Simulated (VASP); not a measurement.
# C (Fd-3m) in VASP: single point with PBE

Aim: the single point of C with PBE.

Everything below comes from runs of VASP 6.6.1. Logs are shortened: lines on timing, memory, paths and dates and some standing lists are left out, and cuts for length are marked.

### 1 The cell of the first run

The structure is cubic, space group Fd-3m (No. 227). The conventional cell has a = 3.572 Å, b = 3.572 Å, c = 3.572 Å, α = 90.00°, β = 90.00°, γ = 90.00°. Within 2.1 Å of C (site symmetry -43m) lie 4 C at 1.55 Å.

### 2 Single point, PBE

The input, INCAR:

```
SYSTEM = C
ALGO     = Normal         ! electronic algorithm
EDIFF    = 1E-6           ! SCF threshold, eV
ENCUT    = 600            ! plane-wave cutoff, eV
GGA      = PE             ! functional
GGA_COMPAT= .False.      
ISIF     = 2              ! what is computed and relaxed
ISMEAR   = 0              ! smearing method
LASPH    = .True.         ! aspherical terms in the spheres
LCHARG   = .False.        ! write CHGCAR
LREAL    = .False.        ! projectors in reciprocal space
LWAVE    = .False.        ! write WAVECAR
NBANDS   = 11             ! bands
NELM     = 120            ! most SCF steps
PREC     = Accurate       ! precision mode
SIGMA    = 0.02           ! smearing width, eV
```

The input, KPOINTS:

```
k-points
0
Gamma
  12 12 12
  0 0 0
```

The input, POSCAR:

```
C
1.0
    0.0000000000      1.7857947433      1.7857947433
    1.7857947433      0.0000000000      1.7857947433
    1.7857947433      1.7857947433      0.0000000000
C
2
Direct
    0.0000000000      0.0000000000      0.0000000000
    0.2500000000      0.2500000000      0.2500000000
```

Potentials or basis: VASP PAW PBE potentials, release 64 (C).

Command:

```
> cat potpaw_PBE.64/C/POTCAR > POTCAR
> mpirun -np 1 vasp_std > vasp.out
```

OUTCAR:

```text
SYSTEM = C
   EDIFF = 1E-6
   ENCUT = 600
   GGA = PE
   ISIF = 2
   ISMEAR = 0
   LASPH = .True.
   LREAL = .False.
   NELM = 120
   PREC = Accurate

 ion  position               nearest neighbor table
   1  0.000  0.000  0.000-   2 1.55   2 1.55   2 1.55   2 1.55
   2  0.250  0.250  0.250-   1 1.55   1 1.55   1 1.55   1 1.55

  LATTYP: Found a face centered cubic cell.
 ALAT       =     3.5715894866

  Lattice vectors:

 A1 = (   0.0000000000,   1.7857947433,   1.7857947433)
 A2 = (   1.7857947433,   0.0000000000,   1.7857947433)
 A3 = (   1.7857947433,   1.7857947433,   0.0000000000)

Analysis of symmetry for initial positions (statically):
=====================================================================
 Subroutine PRICEL returns:
 Original cell was already a primitive cell.

 Routine SETGRP: Setting up the symmetry group for a
 face centered cubic supercell.

 Subroutine GETGRP returns: Found 48 space group operations
 (whereof 24 operations were pure point group operations)
 out of a pool of 48 trial point group operations.

The static configuration has the point symmetry T_d .
 The point group associated with its full space group is O_h .

Analysis of symmetry for dynamics (positions and initial velocities):
=====================================================================
 Subroutine PRICEL returns:
 Original cell was already a primitive cell.

 Routine SETGRP: Setting up the symmetry group for a
 face centered cubic supercell.

 Subroutine GETGRP returns: Found 48 space group operations
 (whereof 24 operations were pure point group operations)
 out of a pool of 48 trial point group operations.

The dynamic configuration has the point symmetry T_d .
 The point group associated with its full space group is O_h .

 Subroutine INISYM returns: Found 48 space group operations
 (whereof 24 operations are pure point group operations),
 and found     1 'primitive' translations

----------------------------------------------------------------------------------------

                                     Primitive cell

  volume of cell :      11.3900

  direct lattice vectors                    reciprocal lattice vectors
     0.000000000  1.785794743  1.785794743    -0.279987385  0.279987385  0.279987385
     1.785794743  0.000000000  1.785794743     0.279987385 -0.279987385  0.279987385
     1.785794743  1.785794743  0.000000000     0.279987385  0.279987385 -0.279987385

  length of vectors
     2.525495146  2.525495146  2.525495146     0.484952376  0.484952376  0.484952376

  position of ions in fractional coordinates (direct lattice)
     0.000000000  0.000000000  0.000000000
     0.250000000  0.250000000  0.250000000

  ion indices of the primitive-cell ions
   primitive index   ion index
                 1           1
                 2           2

----------------------------------------------------------------------------------------

 KPOINTS: k-points

Automatic generation of k-mesh.
 Grid dimensions read from file:
 generate k-points for:   12   12   12

 Generating k-lattice:

  Cartesian coordinates                     Fractional coordinates (reciprocal lattice)
    -0.023332282  0.023332282  0.023332282     0.083333333  0.000000000  0.000000000
     0.023332282 -0.023332282  0.023332282     0.000000000  0.083333333  0.000000000
     0.023332282  0.023332282 -0.023332282     0.000000000  0.000000000  0.083333333

  Length of vectors
     0.040412698  0.040412698  0.040412698

  Shift w.r.t. Gamma in fractional coordinates (k-lattice)
     0.000000000  0.000000000  0.000000000

 Subroutine IBZKPT returns following result:
 ===========================================

 Found     72 irreducible k-points:

 Following reciprocal coordinates:
            Coordinates               Weight
  0.000000  0.000000  0.000000      1.000000
  0.083333  0.000000  0.000000      8.000000
  0.166667  0.000000  0.000000      8.000000
  0.250000  0.000000  0.000000      8.000000
  0.333333  0.000000  0.000000      8.000000
  0.416667  0.000000  0.000000      8.000000
[... 16 lines left out ...]
  0.500000  0.166667  0.000000     24.000000
 -0.416667  0.166667  0.000000     24.000000
 [... further k-points ...]
   k-points           NKPTS =     72   k-points in BZ     NKDIM =     72   number of bands    NBANDS=     11
   number of dos      NEDOS =    301   number of ions     NIONS =      2
   total plane-waves  NPLWV =   8000
   dimension x,y,z NGX =    20 NGY =   20 NGZ =   20
   dimension x,y,z NGXF=    40 NGYF=   40 NGZF=   40
   ions per type =               2
   NGX,Y,Z   is equivalent  to a cutoff of  13.17, 13.17, 13.17 a.u.
   NGXF,Y,Z  is equivalent  to a cutoff of  26.33, 26.33, 26.33 a.u.
 SYSTEM =  C
   PREC   = accura    normal or accurate (medium, high low for compatibility)
   ISTART =      0    job   : 0-new  1-cont  2-samecut
   ICHARG =      2    charge: 1-file 2-atom 10-const
   ISPIN  =      1    spin polarized calculation?
   LNONCOLLINEAR =      F non collinear calculations
   LSORBIT =      F    spin-orbit coupling
   LASPH  =      T    aspherical Exc in radial PAW
   ENCUT  =  600.0 eV  44.10 Ry    6.64 a.u.   5.04  5.04  5.04*2*pi/ulx,y,z
   NELM   =    120;   NELMIN=  2; NELMDL= -5     # of ELM steps
   EDIFF  = 0.1E-05   stopping-criterion for ELM
   LREAL  =      F    real-space projection
   EDIFFG = 0.1E-04   stopping-criterion for IOM
   NSW    =      0    number of steps for IOM
   IBRION =     -1    ionic relax: 0-MD 1-quasi-New 2-CG
   NFREE  =      0    steps in history (QN), initial steepest desc. (CG)
   ISIF   =      2    stress and relaxation
   ISYM   =      2    0-nonsym 1-usesym 2-fastsym
   POTIM  = 0.5000    time-step for ionic-motion
   TEBEG  =    0.0;   TEEND  =   0.0 temperature during run
   PSTRESS=    0.0 pullay stress
   NELECT =       8.0000    total number of electrons
   NUPDOWN=      -1.0000    fix difference up-down
   EMIN   =  10.00;   EMAX   =-10.00  energy-range for DOS
   EFERMI =   0.00;   METHOD = LEGACY
   ISMEAR =     0;   SIGMA  =   0.02  broadening in eV -4-tet -1-fermi 0-gaus
   EFERMI_NEDOS =   21; number of points for ismear=-14 and -15
   IALGO  =     38    algorithm
   IMIX   =      4    mixing-type and parameters
     AMIX     =   0.40;   BMIX     =  1.00
     AMIX_MAG =   1.60;   BMIX_MAG =  1.00
  volume/ion in A,a.u.               =       5.70        38.43
  Fermi-wavevector in a.u.,A,eV,Ry     =   1.455224  2.749975 28.812757  2.117678
  Thomas-Fermi vector in A             =   2.572284
   LORBIT       =      0    0 simple, 1 ext, 2 COOP (PROOUT), +10 PAW based schemes
   GGA     = PE    functional components
   LHFCALC =     F    Hartree Fock is set to
   AEXX    =    0.0000 exact exchange contribution
   IVDW    =     0    specifies the selected vdW correction
   LEPSILON=     F    determine dielectric tensor
   LRPA    =     F    only Hartree local field effects (RPA)
 non-spin polarized calculation
 Gauss-broadening in eV      SIGMA  =   0.02
  energy-cutoff  :      600.00
  volume of cell :       11.39
 maximum number of plane-waves:       392
   NGX =  9   NGY =  9   NGZ =  9

 number of electron       7.9999999 magnetization

 Free energy of the ion-electron system (eV)
  ---------------------------------------------------
  ext. energy  EPLUGINS =         0.00000000
  ---------------------------------------------------
  free energy    TOTEN  =       -18.19049244 eV

  energy without entropy =      -18.19049244  energy(sigma->0) =      -18.19049244

 E-fermi :   9.7728     XC(G=0): -13.2303

 val. band max:        9.6696341620   @ k =   0.0000   0.0000   0.0000
 cond. band min:      13.8138620782   @ k =   0.3333   0.3333   0.0000
 fundamental gap:      4.1442279162
 Fermi energy:         9.7728381361

 k-point     1 :       0.0000    0.0000    0.0000
  band No.  band energies     occupation
      1     -11.7521      2.00000
      2       9.6696      2.00000
      3       9.6696      2.00000
      4       9.6696      2.00000
      5      15.2487      0.00000
      6      15.2487      0.00000
      7      15.2487      0.00000
      8      22.9076      0.00000
      9      28.9126      0.00000
     10      36.1611      0.00000
     11      36.1611      0.00000

 k-point     2 :       0.0833    0.0000    0.0000
  band No.  band energies     occupation
      1     -11.5605      2.00000
      2       8.4475      2.00000
      3       9.3484      2.00000
      4       9.3484      2.00000
      5      15.6695      0.00000
      6      15.6695      0.00000
      7      15.9583      0.00000
      8      23.0752      0.00000
      9      29.2321      0.00000
     10      34.0432      0.00000
     11      34.0432      0.00000

 k-point     3 :       0.1667    0.0000    0.0000
  band No.  band energies     occupation
      1     -10.9876      2.00000
      2       5.9249      2.00000
      3       8.6508      2.00000
      4       8.6508      2.00000
      5      16.5847      0.00000
      6      16.5847      0.00000
      7      17.0371      0.00000
      8      23.5587      0.00000
      9      29.9006      0.00000
     10      32.4519      0.00000
     11      32.4519      0.00000

 k-point     4 :       0.2500    0.0000    0.0000
  band No.  band energies     occupation
      1     -10.0422      2.00000
      2       3.0976      2.00000
      3       7.9309      2.00000
      4       7.9309      2.00000
      5      17.4393      0.00000
      6      17.4393      0.00000
      7      17.7767      0.00000
      8      24.2379      0.00000
      9      30.3271      0.00000
     10      32.0344      0.00000
     11      32.0344      0.00000
[... 239 lines left out ...]
 k-point    22 :       0.4167    0.1667    0.0000
  band No.  band energies     occupation
      1      -7.5936      2.00000
      2      -0.0761      2.00000
      3       5.4117      2.00000
      4       5.6327      2.00000
      5      16.3311      0.00000
      6      20.6293      0.00000
      7      20.7313      0.00000
      8      22.3226      0.00000
      9      30.6898      0.00000
     10      32.0493      0.00000
     11      37.0169      0.00000

 k-point    23 :       0.5000    0.1667    0.0000
  band No.  band energies     occupation
      1      -6.0193      2.00000
      2      -2.3063      2.00000
      3       4.6971      2.00000
      4       5.7194      2.00000
      5      16.7526      0.00000
      6      20.3614      0.00000
      7      20.8436      0.00000
      8      23.9144      0.00000
      9      29.7581      0.00000
     10      33.4063      0.00000
     11      36.2031      0.00000

 k-point    24 :      -0.4167    0.1667    0.0000
  band No.  band energies     occupation
      1      -5.5928      2.00000
      2      -2.8187      2.00000
      3       4.2127      2.00000
      4       6.0960      2.00000
      5      17.1885      0.00000
      6      19.8733      0.00000
      7      20.8215      0.00000
      8      25.0588      0.00000
      9      29.0678      0.00000
     10      33.8106      0.00000
     11      34.1586      0.00000

 [... further k-points ...]
[... 5 lines left out ...]
  --------------------------------------------------------------------------------------
  -------------------------------------------------------------------------------------
  Total       -0.0006608     -0.0006608     -0.0006608      0.0000000     -0.0000000      0.0000000
  in kB       -0.0929446     -0.0929446     -0.0929446      0.0000000     -0.0000000      0.0000000
  external PRESSURE =      -0.0929446 kB  Pullay stress =       0.0000000 kB

 VOLUME and BASIS-vectors are now :
 -----------------------------------------------------------------------------
  energy-cutoff  :      600.00
  volume of cell :       11.39
      direct lattice vectors                 reciprocal lattice vectors
     0.000000000  1.785794743  1.785794743    -0.279987385  0.279987385  0.279987385
     1.785794743  0.000000000  1.785794743     0.279987385 -0.279987385  0.279987385
     1.785794743  1.785794743  0.000000000     0.279987385  0.279987385 -0.279987385

 POSITION                                       TOTAL-FORCE (eV/Angst)
 -----------------------------------------------------------------------------------
      0.00000      0.00000      0.00000        -0.000000      0.000000      0.000000
      0.89290      0.89290      0.89290         0.000000     -0.000000     -0.000000
 -----------------------------------------------------------------------------------
    total drift:                                0.000000      0.000000      0.000000

  FREE ENERGIE OF THE ION-ELECTRON SYSTEM (eV)
  ---------------------------------------------------
  free  energy   TOTEN  =       -18.1904924444 eV

  energy  without entropy=      -18.1904924444  energy(sigma->0) =      -18.19049244
```

Run time: 8.6 s. Hardware: 1 thread of Intel Xeon Platinum 8488C (Sapphire Rapids), shared host; peak memory 0.12 GiB.

What came out:

```yaml
Free_energy: -18.1905 eV
Pressure: 0.0 GPa
Band_gap_on_the_k_mesh: 4.14 eV, indirect (least direct gap 5.58 eV)
```

A k mesh can miss the band edges. PBE gaps usually lie below the measured ones, often by a third to a half.
